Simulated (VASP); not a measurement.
# Ba2SrN2 (P-3m1) in VASP: a series of runs

Runs on Ba2SrN2. Level: PBE+D4. Tasks: single point.

Program: VASP 6.6.1. These are calculated values, not measurements. Logs are shortened: lines on timing, memory, paths and dates and some standing lists are left out, and cuts for length are marked.

## 1. The cell of the first run

Symmetry: P-3m1, No. 164, trigonal system. Conventional cell: a = 3.963 Å, b = 3.963 Å, c = 10.648 Å, α = 90.00°, β = 90.00°, γ = 120.00°. Ba (site symmetry 3m) has 3 N at 2.64 Å within 3.5 Å. Within 3.8 Å of Sr (site symmetry -3m) lie 6 N at 2.86 Å and 6 Ba at 3.80 Å. Within 3.5 Å of N (site symmetry 3m) lie 3 Ba at 2.64 Å and 3 Sr at 2.86 Å.

## 2. Single point, PBE+D4

INCAR reads:

```
PREC = Accurate ; ENCUT = 520
EDIFF = 1E-6 ; ISMEAR = -1
SIGMA = 0.05 ; LREAL = F
LASPH = T ; NELM = 60
ALGO = Normal ; ISIF = 2
LWAVE = F ; LCHARG = F
GGA = PE ; IVDW = 13
NBANDS = 28
```

KPOINTS reads:

```
regular mesh
0
Gamma
  6 6 2
```

POSCAR reads:

```
Ba2SrN2
1.0
    3.9630595558      0.0000000000      0.0000000000
   -1.9815297779      3.4321103171      0.0000000000
    0.0000000000      0.0000000000     10.6479461730
Ba Sr N
2 1 2
Direct
    0.6666666667      0.3333333333      0.2154780000
    0.3333333333      0.6666666667      0.7845220000
    0.0000000000      0.0000000000      0.5000000000
    0.6666666667      0.3333333333      0.6607440000
    0.3333333333      0.6666666667      0.3392560000
```

Potentials or basis: VASP PAW PBE potentials, release 64 (Ba_sv, Sr_sv, N).

Started as:

```sh
cat potpaw_PBE.64/Ba_sv/POTCAR potpaw_PBE.64/Sr_sv/POTCAR potpaw_PBE.64/N/POTCAR > POTCAR
mpirun -np 1 vasp_std > vasp.out
```

OUTCAR:

```text
PREC = Accurate
   ENCUT = 520
   EDIFF = 1E-6
   ISMEAR = -1
   LREAL = F
   LASPH = T
   NELM = 60
   ISIF = 2
   GGA = PE
   IVDW = 13

 ion  position               nearest neighbor table
   1  0.667  0.333  0.215-   5 2.64   5 2.64   5 2.64   3 3.80   3 3.80   3 3.80
   2  0.333  0.667  0.785-   4 2.64   4 2.64   4 2.64   3 3.80   3 3.80   3 3.80
   3  0.000  0.000  0.500-   4 2.86   5 2.86   4 2.86   5 2.86   4 2.86   5 2.86   1 3.80   2 3.80
                             2 3.80   1 3.80   1 3.80   2 3.80
   4  0.667  0.333  0.661-   2 2.64   2 2.64   2 2.64   3 2.86   3 2.86   3 2.86
   5  0.333  0.667  0.339-   1 2.64   1 2.64   1 2.64   3 2.86   3 2.86   3 2.86

  LATTYP: Found a hexagonal cell.
 ALAT       =     3.9630595558
 C/A-ratio  =     2.6867994344

  Lattice vectors:

 A1 = (   3.9630595558,   0.0000000000,   0.0000000000)
 A2 = (  -1.9815297779,   3.4321103171,   0.0000000000)
 A3 = (   0.0000000000,   0.0000000000,  10.6479461730)

Analysis of symmetry for initial positions (statically):
=====================================================================
 Subroutine PRICEL returns:
 Original cell was already a primitive cell.

 Routine SETGRP: Setting up the symmetry group for a
 hexagonal supercell.

 Subroutine GETGRP returns: Found 12 space group operations
 (whereof 12 operations were pure point group operations)
 out of a pool of 24 trial point group operations.

The static configuration has the point symmetry D_3d.

Analysis of symmetry for dynamics (positions and initial velocities):
=====================================================================
 Subroutine PRICEL returns:
 Original cell was already a primitive cell.

 Routine SETGRP: Setting up the symmetry group for a
 hexagonal supercell.

 Subroutine GETGRP returns: Found 12 space group operations
 (whereof 12 operations were pure point group operations)
 out of a pool of 24 trial point group operations.

The dynamic configuration has the point symmetry D_3d.

 Subroutine INISYM returns: Found 12 space group operations
 (whereof 12 operations are pure point group operations),
 and found     1 'primitive' translations

----------------------------------------------------------------------------------------

                                     Primitive cell

  volume of cell :     144.8297

  direct lattice vectors                    reciprocal lattice vectors
     3.963059556  0.000000000  0.000000000     0.252330298  0.145682963  0.000000000
    -1.981529778  3.432110317  0.000000000     0.000000000  0.291365926  0.000000000
     0.000000000  0.000000000 10.647946173     0.000000000  0.000000000  0.093914825

  length of vectors
     3.963059556  3.963059612 10.647946173     0.291365930  0.291365926  0.093914825

  position of ions in fractional coordinates (direct lattice)
     0.666666667  0.333333333  0.215478000
     0.333333333  0.666666667  0.784522000
     0.000000000  0.000000000  0.500000000
     0.666666667  0.333333333  0.660744000
     0.333333333  0.666666667  0.339256000

  ion indices of the primitive-cell ions
   primitive index   ion index
                 1           1
                 2           2
                 3           3
                 4           4
                 5           5

----------------------------------------------------------------------------------------

 KPOINTS: regular mesh

Automatic generation of k-mesh.
 Grid dimensions read from file:
 generate k-points for:    6    6    2

 Generating k-lattice:

  Cartesian coordinates                     Fractional coordinates (reciprocal lattice)
     0.042055050  0.024280494  0.000000000     0.166666667  0.000000000  0.000000000
     0.000000000  0.048560988  0.000000000     0.000000000  0.166666667  0.000000000
     0.000000000  0.000000000  0.046957412     0.000000000  0.000000000  0.500000000

  Length of vectors
     0.048560988  0.048560988  0.046957412

  Shift w.r.t. Gamma in fractional coordinates (k-lattice)
     0.000000000  0.000000000  0.000000000

 Subroutine IBZKPT returns following result:
 ===========================================

 Found     14 irreducible k-points:

 Following reciprocal coordinates:
            Coordinates               Weight
  0.000000  0.000000  0.000000      1.000000
  0.166667  0.000000  0.000000      6.000000
  0.333333  0.000000  0.000000      6.000000
  0.500000  0.000000  0.000000      3.000000
  0.166667  0.166667  0.000000      6.000000
  0.333333  0.166667  0.000000     12.000000
  0.333333  0.333333  0.000000      2.000000
  0.000000  0.000000  0.500000      1.000000
  0.166667  0.000000  0.500000      6.000000
  0.333333  0.000000  0.500000      6.000000
  0.500000  0.000000  0.500000      3.000000
  0.166667  0.166667  0.500000      6.000000
  0.333333  0.166667  0.500000     12.000000
  0.333333  0.333333  0.500000      2.000000
[... 123 lines left out ...]
      1     -31.9118      2.00000
      2     -24.9777      2.00000
      3     -24.9754      2.00000
      4     -14.0745      2.00000
      5     -14.0673      2.00000
      6     -13.8919      2.00000
[... 20 lines left out ...]
     27       6.3784      0.00000
     28       6.8873      0.00000

 k-point     6 :       0.3333    0.1667    0.0000
  band No.  band energies     occupation
      1     -31.9012      2.00000
      2     -24.9247      2.00000
      3     -24.9233      2.00000
      4     -14.1962      2.00000
      5     -14.0041      2.00000
      6     -13.9605      2.00000
[... 20 lines left out ...]
     27       6.5483      0.00000
     28       7.4622      0.00000

 k-point     7 :       0.3333    0.3333    0.0000
  band No.  band energies     occupation
      1     -31.8977      2.00000
      2     -24.9063      2.00000
      3     -24.9063      2.00000
      4     -14.1133      2.00000
      5     -14.1133      2.00000
      6     -13.9790      2.00000
[... 20 lines left out ...]
     27       6.2571      0.00000
     28       7.3544      0.00000

 k-point     8 :       0.0000    0.0000    0.5000
  band No.  band energies     occupation
      1     -31.9293      2.00000
      2     -25.0647      2.00000
      3     -25.0593      2.00000
      4     -14.1612      2.00000
      5     -13.8179      2.00000
      6     -13.8179      2.00000
[... 20 lines left out ...]
     27       6.4780      0.00000
     28       6.5723      0.00000

 k-point     9 :       0.1667    0.0000    0.5000
  band No.  band energies     occupation
      1     -31.9223      2.00000
      2     -25.0304      2.00000
      3     -25.0259      2.00000
      4     -14.1243      2.00000
      5     -13.9328      2.00000
      6     -13.8389      2.00000
[... 20 lines left out ...]
     27       6.4297      0.00000
     28       6.5360      0.00000

 k-point    10 :       0.3333    0.0000    0.5000
  band No.  band energies     occupation
      1     -31.9083      2.00000
      2     -24.9604      2.00000
      3     -24.9578      2.00000
      4     -14.1540      2.00000
      5     -14.0399      2.00000
      6     -13.8804      2.00000
[... 20 lines left out ...]
     27       6.8948      0.00000
     28       7.4023      0.00000

 k-point    11 :       0.5000    0.0000    0.5000
  band No.  band energies     occupation
      1     -31.9012      2.00000
      2     -24.9244      2.00000
      3     -24.9234      2.00000
      4     -14.2544      2.00000
      5     -13.9994      2.00000
      6     -13.9010      2.00000
[... 20 lines left out ...]
     27       7.2423      0.00000
     28       7.3998      0.00000

 k-point    12 :       0.1667    0.1667    0.5000
  band No.  band energies     occupation
      1     -31.9118      2.00000
      2     -24.9782      2.00000
      3     -24.9750      2.00000
      4     -14.0744      2.00000
      5     -14.0674      2.00000
      6     -13.8919      2.00000
[... 20 lines left out ...]
     27       6.4456      0.00000
     28       6.8608      0.00000

 k-point    13 :       0.3333    0.1667    0.5000
  band No.  band energies     occupation
      1     -31.9012      2.00000
      2     -24.9246      2.00000
      3     -24.9233      2.00000
      4     -14.1962      2.00000
      5     -14.0041      2.00000
      6     -13.9606      2.00000
[... 20 lines left out ...]
     27       6.8480      0.00000
     28       7.4413      0.00000

 k-point    14 :       0.3333    0.3333    0.5000
  band No.  band energies     occupation
      1     -31.8977      2.00000
      2     -24.9063      2.00000
      3     -24.9063      2.00000
      4     -14.1133      2.00000
      5     -14.1133      2.00000
      6     -13.9790      2.00000
[... 20 lines left out ...]
     27       6.2327      0.00000
     28       7.0487      0.00000

------------------------ aborting loop because EDIFF is reached ----------------------------------------

  DFT-D4 for vdW energy calculation

  Edisp (eV):   -0.85769

  FORCE on cell =-STRESS in cart. coord.  units (eV):
  Direction    XX          YY          ZZ          XY          YZ          ZX
  --------------------------------------------------------------------------------------
  -------------------------------------------------------------------------------------
  Total      -1.82761    -1.82761    -1.76078     0.00000    -0.00000     0.00000
  in kB     -20.21795   -20.21795   -19.47865     0.00000    -0.00000     0.00000
  external pressure =      -19.97 kB  Pullay stress =        0.00 kB

 VOLUME and BASIS-vectors are now :
 -----------------------------------------------------------------------------
  energy-cutoff  :      520.00
  volume of cell :      144.83
      direct lattice vectors                 reciprocal lattice vectors
     3.963059556  0.000000000  0.000000000     0.252330298  0.145682963  0.000000000
    -1.981529778  3.432110317  0.000000000     0.000000000  0.291365926  0.000000000
     0.000000000  0.000000000 10.647946173     0.000000000  0.000000000  0.093914825

 POSITION                                       TOTAL-FORCE (eV/Angst)
 -----------------------------------------------------------------------------------
      1.98153      1.14404      2.29440        -0.000000      0.000000      0.240114
     -0.00000      2.28807      8.35355        -0.000000      0.000000     -0.240114
      0.00000      0.00000      5.32397        -0.000000     -0.000000      0.000000
      1.98153      1.14404      7.03557         0.000000     -0.000000      0.062682
     -0.00000      2.28807      3.61238        -0.000000      0.000000     -0.062682
 -----------------------------------------------------------------------------------
    total drift:                                0.000000      0.000000      0.000000

  FREE ENERGIE OF THE ION-ELECTRON SYSTEM (eV)
  ---------------------------------------------------
  free  energy   TOTEN  =       -25.0470687114 eV

  energy  without entropy=      -25.0297137777  energy(sigma->0) =      -25.03839124
```

Wall time 64 s (1 thread of Intel Xeon Platinum 8375C at 2.90GHz (Ice Lake), shared host); peak memory 0.28 GiB.

What came out:

* Free energy: -25.0471 eV
* Pressure: -2.0 GPa
* Largest force: 0.240 eV/Å
* Band gap on the k mesh: zero (band 20 reaches 1.69 eV, above the bottom of band 21 at 1.43 eV)
* Dispersion energy per atom: -0.172 eV

Forces on the atoms (eV/Å):
```
Ba   0.000  0.000  0.240
Ba   0.000  0.000 -0.240
Sr   0.000  0.000  0.000
N    0.000  0.000  0.063
N    0.000  0.000 -0.063
```

Levels at points of the mesh, in eV from the Fermi level:
```tsv
k point	band 18	band 19	band 20	band 21	band 22	band 23
(0.00, 0.00, 0.00)	-0.67	-0.61	-0.33	-0.33	2.91	3.08
(0.50, 0.00, 0.00)	-0.34	-0.25	-0.10	1.14	2.11	2.13
(0.00, 0.00, 0.50)	-0.68	-0.33	-0.33	-0.15	2.02	3.70
(0.50, 0.00, 0.50)	-0.33	-0.23	-0.08	1.24	1.91	2.30
```

Caveat: spin-orbit coupling is left out, which moves the levels of the heavy elements; pairwise dispersion overbinds metals, which lowers pressure and volume.

## 3. Single point, PBE+D4

This run uses another cell than the first one, of 29.67 Å³/atom, 1.024 times its volume.

INCAR reads:

```
SYSTEM = Ba2SrN2
PREC = Accurate ; ENCUT = 520
EDIFF = 1E-6 ; ISMEAR = -1
SIGMA = 0.05 ; LREAL = .FALSE.
LASPH = .TRUE. ; NELM = 100
ALGO = Normal ; ISIF = 2
LWAVE = .FALSE. ; LCHARG = .TRUE.
GGA = PE ; IVDW = 13
LELF = .TRUE. ; LVHAR = .TRUE.
NBANDS = 28
```

KPOINTS reads:

```
regular mesh
0
G
  6 6 2
  0 0 0
```

Changes to POSCAR since step 2:

```diff
@@ -2,5 +2,5 @@
 1.0
-    3.9630595558      0.0000000000      0.0000000000
-   -1.9815297779      3.4321103171      0.0000000000
-    0.0000000000      0.0000000000     10.6479461730
+    3.9950210938      0.0000000000      0.0000000000
+   -1.9975105469      3.4597898215      0.0000000000
+    0.0000000000      0.0000000000     10.7338204151
 Ba Sr N
```

Potentials or basis: VASP PAW PBE potentials, release 64 (Ba_sv, Sr_sv, N).

Started as:

```sh
cat potpaw_PBE.64/Ba_sv/POTCAR potpaw_PBE.64/Sr_sv/POTCAR potpaw_PBE.64/N/POTCAR > POTCAR
mpirun -np 1 vasp_std > vasp.out
```

Wall time 66 s (1 thread of Intel Xeon Platinum 8375C at 2.90GHz (Ice Lake), shared host); peak memory 0.28 GiB.

Results (log left out):

* Free energy: -24.9940 eV
* Pressure: -2.8 GPa
* Largest force: 0.404 eV/Å
* Band gap on the k mesh: zero (band 20 reaches 1.60 eV, above the bottom of band 21 at 1.36 eV)
* Dispersion energy per atom: -0.167 eV

Forces in eV/Å, atoms in the order of the input:
```
Ba   0.000  0.000  0.404
Ba   0.000  0.000 -0.404
Sr   0.000  0.000  0.000
N    0.000  0.000  0.128
N    0.000  0.000 -0.128
```

Stress tensor (GPa, compression positive):
```
-2.87  0.00  0.00
 0.00 -2.87  0.00
 0.00  0.00 -2.77
```

Levels at points of the mesh, in eV from the Fermi level:
| k point | band 18 | band 19 | band 20 | band 21 | band 22 | band 23 |
| --- | --- | --- | --- | --- | --- | --- |
| (0.00, 0.00, 0.00) | -0.64 | -0.63 | -0.31 | -0.31 | 2.82 | 3.00 |
| (0.50, 0.00, 0.00) | -0.33 | -0.26 | -0.10 | 1.12 | 2.07 | 2.08 |
| (0.00, 0.00, 0.50) | -0.64 | -0.30 | -0.30 | -0.15 | 1.92 | 3.63 |
| (0.50, 0.00, 0.50) | -0.31 | -0.24 | -0.08 | 1.20 | 1.87 | 2.27 |

Caveat: spin-orbit coupling is left out, which moves the levels of the heavy elements; pairwise dispersion overbinds metals, which lowers pressure and volume.

## 4. Single point, PBE+D4

This run uses another cell than the first one, of 30.38 Å³/atom, 1.049 times its volume.

INCAR reads:

```
PREC = Accurate
ENCUT = 520
EDIFF = 1E-7
ISMEAR = -1
SIGMA = 0.05
LREAL = F
LASPH = T
NELM = 60
ALGO = Normal
ISIF = 2
LWAVE = F
LCHARG = F
GGA = PE
IVDW = 13
NBANDS = 28
```

KPOINTS reads:

```
Automatic mesh
0
Gamma
  6 6 2
```

Changes to POSCAR since step 3:

```diff
@@ -2,5 +2,5 @@
 1.0
-    3.9950210938      0.0000000000      0.0000000000
-   -1.9975105469      3.4597898215      0.0000000000
-    0.0000000000      0.0000000000     10.7338204151
+    4.0264792480      0.0000000000      0.0000000000
+   -2.0132396240      3.4870333827      0.0000000000
+    0.0000000000      0.0000000000     10.8183421661
 Ba Sr N
```

Started as:

```sh
cat potpaw_PBE.64/Ba_sv/POTCAR potpaw_PBE.64/Sr_sv/POTCAR potpaw_PBE.64/N/POTCAR > POTCAR
mpirun -np 1 vasp_std > vasp.out
```

Run time: 67 s. Hardware: 1 thread of Intel Xeon Platinum 8375C at 2.90GHz (Ice Lake), shared host; peak memory 0.28 GiB.

Results (log left out):

```
Free energy                : -24.9236 eV
Pressure                   : -3.6 GPa
Largest force              : 0.550 eV/Å
Band gap on the k mesh     : zero (band 20 reaches 1.51 eV, above the bottom of band 21 at 1.30 eV)
Dispersion energy per atom : -0.163 eV
```

Forces on the atoms (eV/Å):
```
Ba   0.000  0.000  0.550
Ba   0.000  0.000 -0.550
Sr   0.000  0.000  0.000
N    0.000  0.000  0.187
N    0.000  0.000 -0.187
```

Stress tensor (GPa, compression positive):
```
-3.62  0.00  0.00
 0.00 -3.62  0.00
 0.00  0.00 -3.51
```

Levels at points of the mesh, in eV from the Fermi level:
| k point | band 17 | band 18 | band 19 | band 20 | band 21 | band 22 | band 23 | band 24 |
| --- | --- | --- | --- | --- | --- | --- | --- | --- |
| (0.00, 0.00, 0.00) | -0.66 | -0.60 | -0.60 | -0.29 | -0.29 | 2.74 | 2.92 | 4.09 |
| (0.50, 0.00, 0.00) | -0.36 | -0.31 | -0.26 | -0.09 | 1.10 | 2.01 | 2.06 | 3.31 |
| (0.00, 0.00, 0.50) | -0.61 | -0.61 | -0.28 | -0.28 | -0.14 | 1.83 | 3.57 | 4.19 |
| (0.50, 0.00, 0.50) | -0.38 | -0.29 | -0.25 | -0.07 | 1.16 | 1.84 | 2.25 | 3.00 |

Caveat: spin-orbit coupling is left out, which moves the levels of the heavy elements; pairwise dispersion overbinds metals, which lowers pressure and volume.

## 5. Single point, PBE+D4

This run uses another cell than the first one, of 31.09 Å³/atom, 1.073 times its volume.

INCAR reads:

```
SYSTEM = Ba2SrN2
  PREC = Accurate
  ENCUT = 520
  EDIFF = 1E-6
  ISMEAR = -1
  SIGMA = 0.05
  LREAL = .FALSE.
  LASPH = .TRUE.
  NELM = 60
  ALGO = Normal
  ISIF = 2
  LWAVE = .FALSE.
  LCHARG = .FALSE.
  GGA = PE
  IVDW = 13
  NBANDS = 28
```

KPOINTS reads:

```
Automatic mesh
0
G
  6 6 2
  0 0 0
```

Changes to POSCAR since step 4:

```diff
@@ -2,5 +2,5 @@
 1.0
-    4.0264792480      0.0000000000      0.0000000000
-   -2.0132396240      3.4870333827      0.0000000000
-    0.0000000000      0.0000000000     10.8183421661
+    4.0574533825      0.0000000000      0.0000000000
+   -2.0287266913      3.5138577706      0.0000000000
+    0.0000000000      0.0000000000     10.9015634532
 Ba Sr N
```

Started as:

```sh
cat potpaw_PBE.64/Ba_sv/POTCAR potpaw_PBE.64/Sr_sv/POTCAR potpaw_PBE.64/N/POTCAR > POTCAR
mpirun -np 1 vasp_std > vasp.out
```

Run time: 65 s. Hardware: 1 thread of Intel Xeon Platinum 8375C at 2.90GHz (Ice Lake), shared host; peak memory 0.29 GiB.

Results (log left out):

```yaml
Free_energy: -24.8380 eV
Pressure: -4.2 GPa
Largest_force: 0.684 eV/Å
Band_gap_on_the_k_mesh: zero (band 20 reaches 1.42 eV, above the bottom of band 21 at 1.23 eV)
Dispersion_energy_per_atom: -0.160 eV
```

Forces in eV/Å, atoms in the order of the input:
```
Ba   0.000  0.000  0.684
Ba   0.000  0.000 -0.684
Sr   0.000  0.000  0.000
N    0.000  0.000  0.241
N    0.000  0.000 -0.241
```

Stress tensor (GPa, compression positive):
```
-4.26  0.00  0.00
 0.00 -4.26  0.00
 0.00  0.00 -4.14
```

Levels at points of the mesh, in eV from the Fermi level:
| k point | band 18 | band 19 | band 20 | band 21 | band 22 | band 23 |
| --- | --- | --- | --- | --- | --- | --- |
| (0.00, 0.00, 0.00) | -0.57 | -0.57 | -0.27 | -0.27 | 2.66 | 2.84 |
| (0.50, 0.00, 0.00) | -0.30 | -0.27 | -0.09 | 1.08 | 1.95 | 2.03 |
| (0.00, 0.00, 0.50) | -0.58 | -0.26 | -0.26 | -0.14 | 1.74 | 3.51 |
| (0.50, 0.00, 0.50) | -0.28 | -0.26 | -0.07 | 1.13 | 1.80 | 2.22 |

Caveat: spin-orbit coupling is left out, which moves the levels of the heavy elements; pairwise dispersion overbinds metals, which lowers pressure and volume.

## 6. Overview

```csv
cell,gap on the mesh (eV),pressure (GPa),largest force (eV/Å)
"a = 3.963, b = 3.963, c = 10.648 Å, angles 90.0, 90.0, 120.0°, 5 atoms",none,-2.0,0.24
"a = 3.995, b = 3.995, c = 10.734 Å, angles 90.0, 90.0, 120.0°, 5 atoms",none,-2.8,0.40
"a = 4.026, b = 4.026, c = 10.818 Å, angles 90.0, 90.0, 120.0°, 5 atoms",none,-3.6,0.55
"a = 4.057, b = 4.057, c = 10.902 Å, angles 90.0, 90.0, 120.0°, 5 atoms",none,-4.2,0.68
```

Alike in all rows: task single point; level PBE+D4; potentials or basis VASP PAW PBE potentials, release 64 (Ba_sv, Sr_sv, N); no spin polarisation; k mesh 6 × 6 × 2; cutoff (eV) 520; smearing fermi-dirac 0.05 eV.

Caveats: spin-orbit coupling is left out, which moves the levels of the heavy elements; pairwise dispersion overbinds metals, which lowers pressure and volume.

Absolute energies hang on the potentials; compare differences alone.
